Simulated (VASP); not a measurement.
# ScAl (Cmcm) in VASP: single point with r2SCAN

Aim: the single point of ScAl with r2SCAN.

All numbers are computed with VASP 6.6.1; they aren't measurements. Logs are shortened: lines on timing, memory, paths and dates and some standing lists are left out, and cuts for length are marked.

## (1) The cell of the first run

Symmetry: Cmcm, No. 63, orthorhombic system. Conventional cell: a = 4.327 Å, b = 10.500 Å, c = 3.771 Å, α = 90.00°, β = 90.00°, γ = 90.00°. Within 3.8 Å of Sc (site symmetry m2m) lie 7 Al at 2.92 to 3.16 Å and 8 Sc at 3.41 to 3.77 Å. Al (site symmetry m2m) has 2 Al at 2.59 Å and 7 Sc at 2.92 to 3.16 Å within 3.4 Å.

## (2) Single point, r2SCAN

Contents of POSCAR:

```
ScAl
1.0
    2.1633990000     -5.2502190000      0.0000000000
    2.1633990000      5.2502190000      0.0000000000
    0.0000000000      0.0000000000      3.7712920000
Sc Al
2 2
Direct
    0.8646810000      0.1353190000      0.2500000000
    0.1353190000      0.8646810000      0.7500000000
    0.5845050000      0.4154950000      0.2500000000
    0.4154950000      0.5845050000      0.7500000000
```

Contents of INCAR.step1:

```
SYSTEM = ScAl
PREC = Accurate
ENCUT = 520
ISMEAR = 0
SIGMA = 0.1
LREAL = .False.
LASPH = .True.
NELM = 60
NBANDS = 22
GGA = PE
ALGO = Normal
EDIFF = 1E-4
LWAVE = .True.
LCHARG = .False.
```

Contents of INCAR.step2:

```
SYSTEM = ScAl
PREC = Accurate
ENCUT = 520
EDIFF = 1E-7
ISMEAR = 0
SIGMA = 0.1
LREAL = .False.
LASPH = .True.
NELM = 60
ALGO = Normal
ISIF = 2
LWAVE = .False.
LCHARG = .False.
METAGGA = R2SCAN
LMIXTAU = .True.
NBANDS = 22
ISTART = 1
```

Contents of KPOINTS:

```
regular mesh
0
Gamma
  10 10 12
  0 0 0
```

Potentials or basis: VASP PAW PBE potentials, release 64 (Sc_sv, Al).

On the command line:

```
> cat potpaw_PBE.64/Sc_sv/POTCAR potpaw_PBE.64/Al/POTCAR > POTCAR
> cp INCAR.step1 INCAR
> mpirun -np 1 vasp_std > vasp.out
> cp INCAR.step2 INCAR
> mpirun -np 1 vasp_std > vasp.out
```

OUTCAR:

```text
SYSTEM = ScAl
   PREC = Accurate
   ENCUT = 520
   EDIFF = 1E-7
   ISMEAR = 0
   LREAL = .False.
   LASPH = .True.
   NELM = 60
   ISIF = 2
   METAGGA = R2SCAN
   ISTART = 1

 ion  position               nearest neighbor table
   1  0.865  0.135  0.250-   4 2.92   4 2.92   4 2.92   4 2.92   3 2.94   3 3.16   3 3.16   2 3.41
                             2 3.41
   2  0.135  0.865  0.750-   3 2.92   3 2.92   3 2.92   3 2.92   4 2.94   4 3.16   4 3.16   1 3.41
                             1 3.41
   3  0.585  0.415  0.250-   4 2.59   4 2.59   2 2.92   2 2.92   2 2.92   2 2.92   1 2.94   1 3.16
                             1 3.16
   4  0.415  0.585  0.750-   3 2.59   3 2.59   1 2.92   1 2.92   1 2.92   1 2.92   2 2.94   2 3.16
                             2 3.16

  LATTYP: Found a base centered orthorhombic cell.
 ALAT       =     4.3267980000
 B/A-ratio  =     2.4268380451
 C/A-ratio  =     0.8716126799

  Lattice vectors:

 A1 = (   2.1633990000,  -5.2502190000,   0.0000000000)
 A2 = (   2.1633990000,   5.2502190000,   0.0000000000)
 A3 = (   0.0000000000,   0.0000000000,   3.7712920000)

Analysis of symmetry for initial positions (statically):
=====================================================================
 Subroutine PRICEL returns:
 Original cell was already a primitive cell.

 Routine SETGRP: Setting up the symmetry group for a
 base centered orthorhombic supercell.

 Subroutine GETGRP returns: Found  8 space group operations
 (whereof  4 operations were pure point group operations)
 out of a pool of  8 trial point group operations.

The static configuration has the point symmetry C_2h.
 The point group associated with its full space group is D_2h.

Analysis of symmetry for dynamics (positions and initial velocities):
=====================================================================
 Subroutine PRICEL returns:
 Original cell was already a primitive cell.

 Routine SETGRP: Setting up the symmetry group for a
 base centered orthorhombic supercell.

 Subroutine GETGRP returns: Found  8 space group operations
 (whereof  4 operations were pure point group operations)
 out of a pool of  8 trial point group operations.

The dynamic configuration has the point symmetry C_2h.
 The point group associated with its full space group is D_2h.

 Subroutine INISYM returns: Found  8 space group operations
 (whereof  4 operations are pure point group operations),
 and found     1 'primitive' translations

----------------------------------------------------------------------------------------

                                     Primitive cell

  volume of cell :      85.6711

  direct lattice vectors                    reciprocal lattice vectors
     2.163399000 -5.250219000  0.000000000     0.231117792 -0.095234123  0.000000000
     2.163399000  5.250219000  0.000000000     0.231117792  0.095234123  0.000000000
     0.000000000  0.000000000  3.771292000     0.000000000  0.000000000  0.265161117

  length of vectors
     5.678476449  5.678476449  3.771292000     0.249969942  0.249969942  0.265161117

  position of ions in fractional coordinates (direct lattice)
     0.864681000  0.135319000  0.250000000
     0.135319000  0.864681000  0.750000000
     0.584505000  0.415495000  0.250000000
     0.415495000  0.584505000  0.750000000

  ion indices of the primitive-cell ions
   primitive index   ion index
                 1           1
                 2           2
                 3           3
                 4           4

----------------------------------------------------------------------------------------

 KPOINTS: regular mesh

Automatic generation of k-mesh.
 Grid dimensions read from file:
 generate k-points for:   10   10   12

 Generating k-lattice:

  Cartesian coordinates                     Fractional coordinates (reciprocal lattice)
     0.023111779 -0.009523412  0.000000000     0.100000000  0.000000000  0.000000000
     0.023111779  0.009523412  0.000000000     0.000000000  0.100000000  0.000000000
     0.000000000  0.000000000  0.022096760     0.000000000  0.000000000  0.083333333

  Length of vectors
     0.024996994  0.024996994  0.022096760

  Shift w.r.t. Gamma in fractional coordinates (k-lattice)
     0.000000000  0.000000000  0.000000000

 Subroutine IBZKPT returns following result:
 ===========================================

 Found    217 irreducible k-points:

 Following reciprocal coordinates:
            Coordinates               Weight
  0.000000  0.000000  0.000000      1.000000
  0.100000  0.000000  0.000000      4.000000
  0.200000  0.000000  0.000000      4.000000
  0.300000  0.000000  0.000000      4.000000
  0.400000  0.000000  0.000000      4.000000
  0.500000 -0.000000  0.000000      2.000000
[... 16 lines left out ...]
  0.300000  0.300000  0.000000      2.000000
  0.400000  0.300000  0.000000      4.000000
 [... further k-points ...]
   k-points           NKPTS =    217   k-points in BZ     NKDIM =    217   number of bands    NBANDS=     22
   number of dos      NEDOS =    301   number of ions     NIONS =      4
   total plane-waves  NPLWV =  49392
   dimension x,y,z NGX =    42 NGY =   42 NGZ =   28
   dimension x,y,z NGXF=    84 NGYF=   84 NGZF=   56
   ions per type =               2   2
   NGX,Y,Z   is equivalent  to a cutoff of  12.30, 12.30, 12.34 a.u.
   NGXF,Y,Z  is equivalent  to a cutoff of  24.59, 24.59, 24.69 a.u.
 SYSTEM =  ScAl
   PREC   = accura    normal or accurate (medium, high low for compatibility)
   ISTART =      1    job   : 0-new  1-cont  2-samecut
   ICHARG =      0    charge: 1-file 2-atom 10-const
   ISPIN  =      1    spin polarized calculation?
   LNONCOLLINEAR =      F non collinear calculations
   LSORBIT =      F    spin-orbit coupling
   LASPH  =      T    aspherical Exc in radial PAW
   ENCUT  =  520.0 eV  38.22 Ry    6.18 a.u.  10.56 10.56  7.01*2*pi/ulx,y,z
   NELM   =     60;   NELMIN=  2; NELMDL=  0     # of ELM steps
   EDIFF  = 0.1E-06   stopping-criterion for ELM
   LREAL  =      F    real-space projection
   EDIFFG = 0.1E-05   stopping-criterion for IOM
   NSW    =      0    number of steps for IOM
   IBRION =     -1    ionic relax: 0-MD 1-quasi-New 2-CG
   NFREE  =      0    steps in history (QN), initial steepest desc. (CG)
   ISIF   =      2    stress and relaxation
   ISYM   =      2    0-nonsym 1-usesym 2-fastsym
   POTIM  = 0.5000    time-step for ionic-motion
   TEBEG  =    0.0;   TEEND  =   0.0 temperature during run
   PSTRESS=    0.0 pullay stress
   NELECT =      28.0000    total number of electrons
   NUPDOWN=      -1.0000    fix difference up-down
   EMIN   =  10.00;   EMAX   =-10.00  energy-range for DOS
   EFERMI =   0.00;   METHOD = LEGACY
   ISMEAR =     0;   SIGMA  =   0.10  broadening in eV -4-tet -1-fermi 0-gaus
   EFERMI_NEDOS =   21; number of points for ismear=-14 and -15
   IALGO  =     38    algorithm
   IMIX   =      4    mixing-type and parameters
     AMIX     =   0.40;   BMIX     =  1.00
     AMIX_MAG =   1.60;   BMIX_MAG =  1.00
  volume/ion in A,a.u.               =      21.42       144.53
  Fermi-wavevector in a.u.,A,eV,Ry     =   1.127672  2.130991 17.301767  1.271644
  Thomas-Fermi vector in A             =   2.264359
   LORBIT       =      0    0 simple, 1 ext, 2 COOP (PROOUT), +10 PAW based schemes
   METAGGA = R2SCAN    functional components
   LHFCALC =     F    Hartree Fock is set to
   AEXX    =    0.0000 exact exchange contribution
   IVDW    =     0    specifies the selected vdW correction
   LEPSILON=     F    determine dielectric tensor
   LRPA    =     F    only Hartree local field effects (RPA)
 non-spin polarized calculation
 Gauss-broadening in eV      SIGMA  =   0.10
  energy-cutoff  :      520.00
  volume of cell :       85.67
 maximum number of plane-waves:      2328
   NGX = 21   NGY = 21   NGZ = 15

 number of electron      28.0000005 magnetization

 Free energy of the ion-electron system (eV)
  ---------------------------------------------------
  ext. energy  EPLUGINS =         0.00000000
  ---------------------------------------------------
  free energy    TOTEN  =       -37.68782478 eV

  energy without entropy =      -37.67062793  energy(sigma->0) =      -37.67922635

 E-fermi :   4.6456     XC(G=0): -10.4794

 val. band max:        4.6424026711   @ k =  -0.4000   0.1000   0.0833
 cond. band min:       4.6456087944   @ k =   0.5000   0.5000   0.3333
 fundamental gap:      0.0032061234
 Fermi energy:         4.6456087334

 k-point     1 :       0.0000    0.0000    0.0000
  band No.  band energies     occupation
      1     -46.9589      2.00000
      2     -46.9402      2.00000
      3     -24.6708      2.00000
      4     -24.6242      2.00000
      5     -24.6116      2.00000
      6     -24.5779      2.00000
[... 14 lines left out ...]
     21       8.1160      0.00000
     22       8.7031      0.00000

 k-point     2 :       0.1000    0.0000    0.0000
  band No.  band energies     occupation
      1     -46.9586      2.00000
      2     -46.9404      2.00000
      3     -24.6699      2.00000
      4     -24.6264      2.00000
      5     -24.6121      2.00000
      6     -24.5770      2.00000
[... 14 lines left out ...]
     21       8.1703      0.00000
     22       8.4154      0.00000

 k-point     3 :       0.2000    0.0000    0.0000
  band No.  band energies     occupation
      1     -46.9577      2.00000
      2     -46.9411      2.00000
      3     -24.6678      2.00000
      4     -24.6321      2.00000
      5     -24.6127      2.00000
      6     -24.5746      2.00000
[... 14 lines left out ...]
     21       8.0357      0.00000
     22       8.4785      0.00000

 k-point     4 :       0.3000    0.0000    0.0000
  band No.  band energies     occupation
      1     -46.9565      2.00000
      2     -46.9420      2.00000
      3     -24.6656      2.00000
      4     -24.6395      2.00000
      5     -24.6123      2.00000
      6     -24.5713      2.00000
[... 14 lines left out ...]
     21       8.0774      0.00000
     22       8.6543      0.00000

 k-point     5 :       0.4000    0.0000    0.0000
  band No.  band energies     occupation
      1     -46.9554      2.00000
      2     -46.9428      2.00000
      3     -24.6642      2.00000
      4     -24.6459      2.00000
      5     -24.6107      2.00000
      6     -24.5682      2.00000
[... 14 lines left out ...]
     21       7.9980      0.00000
     22       8.6069      0.00000

 k-point     6 :       0.5000   -0.0000    0.0000
  band No.  band energies     occupation
      1     -46.9549      2.00000
      2     -46.9432      2.00000
      3     -24.6636      2.00000
      4     -24.6484      2.00000
      5     -24.6097      2.00000
      6     -24.5669      2.00000
[... 14 lines left out ...]
     21       7.9416      0.00000
     22       8.6006      0.00000

 k-point     7 :       0.1000    0.1000    0.0000
  band No.  band energies     occupation
      1     -46.9581      2.00000
      2     -46.9407      2.00000
      3     -24.6700      2.00000
      4     -24.6282      2.00000
      5     -24.6167      2.00000
      6     -24.5757      2.00000
[... 324 lines left out ...]
      6     -24.5671      2.00000
[... 14 lines left out ...]
     21       7.7449      0.00000
     22       8.8535      0.00000

 k-point    21 :      -0.3000    0.2000    0.0000
  band No.  band energies     occupation
      1     -46.9563      2.00000
      2     -46.9428      2.00000
      3     -24.6567      2.00000
      4     -24.6361      2.00000
      5     -24.6021      2.00000
      6     -24.5704      2.00000
[... 14 lines left out ...]
     21       7.9662      0.00000
     22       8.5248      0.00000

 k-point    22 :      -0.2000    0.2000    0.0000
  band No.  band energies     occupation
      1     -46.9573      2.00000
      2     -46.9419      2.00000
      3     -24.6611      2.00000
      4     -24.6326      2.00000
      5     -24.6032      2.00000
      6     -24.5732      2.00000
[... 14 lines left out ...]
     21       8.2290      0.00000
     22       8.3582      0.00000

 k-point    23 :       0.3000    0.3000    0.0000
  band No.  band energies     occupation
      1     -46.9539      2.00000
      2     -46.9443      2.00000
      3     -24.6679      2.00000
      4     -24.6249      2.00000
      5     -24.6225      2.00000
      6     -24.5639      2.00000
[... 14 lines left out ...]
     21       7.9691      0.00000
     22       8.9991      0.00000

 k-point    24 :       0.4000    0.3000    0.0000
  band No.  band energies     occupation
      1     -46.9532      2.00000
      2     -46.9452      2.00000
      3     -24.6626      2.00000
      4     -24.6265      2.00000
      5     -24.6140      2.00000
      6     -24.5618      2.00000
[... 14 lines left out ...]
     21       7.8392      0.00000
     22       8.9023      0.00000

 [... further k-points ...]

------------------------ aborting loop because EDIFF is reached ----------------------------------------

  FORCE on cell =-STRESS in cart. coord.  units (eV):
  Direction    XX          YY          ZZ          XY          YZ          ZX
  --------------------------------------------------------------------------------------
  -------------------------------------------------------------------------------------
  Total       -0.5360249     -0.1180904     -0.0010312      0.0000000     -0.0000000      0.0000000
  in kB      -10.0244676     -2.2084673     -0.0192856      0.0000000     -0.0000000      0.0000000
  external PRESSURE =      -4.0840735 kB  Pullay stress =       0.0000000 kB

 VOLUME and BASIS-vectors are now :
 -----------------------------------------------------------------------------
  energy-cutoff  :      520.00
  volume of cell :       85.67
      direct lattice vectors                 reciprocal lattice vectors
     2.163399000 -5.250219000  0.000000000     0.231117792 -0.095234123  0.000000000
     2.163399000  5.250219000  0.000000000     0.231117792  0.095234123  0.000000000
     0.000000000  0.000000000  3.771292000     0.000000000  0.000000000  0.265161117

 POSITION                                       TOTAL-FORCE (eV/Angst)
 -----------------------------------------------------------------------------------
      2.16340     -3.82931      0.94282         0.000000      0.004566      0.000000
      2.16340      3.82931      2.82847         0.000000     -0.004566      0.000000
      2.16340     -0.88734      0.94282         0.000000      0.045400      0.000000
      2.16340      0.88734      2.82847         0.000000     -0.045400     -0.000000
 -----------------------------------------------------------------------------------
    total drift:                                0.000000     -0.000000      0.000000

  FREE ENERGIE OF THE ION-ELECTRON SYSTEM (eV)
  ---------------------------------------------------
  free  energy   TOTEN  =       -37.6878247752 eV

  energy  without entropy=      -37.6706279256  energy(sigma->0) =      -37.67922635
```

It took 48 min on 1 thread of Intel Xeon 8259CL, shared host; peak memory 0.49 GiB.

Results:

```yaml
Free_energy: -37.6878 eV
Pressure: -0.4 GPa
Largest_force: 0.045 eV/Å
Band_gap_on_the_k_mesh: zero (bands 14 and 15 overlap by 1.17 eV)
```

Forces in eV/Å, atoms in the order of the input:
```
Sc   0.000  0.005  0.000
Sc   0.000 -0.005  0.000
Al   0.000  0.045  0.000
Al   0.000 -0.045  0.000
```

Caveat: the PAW data sets were made with another functional, which shifts forces and pressure a little.
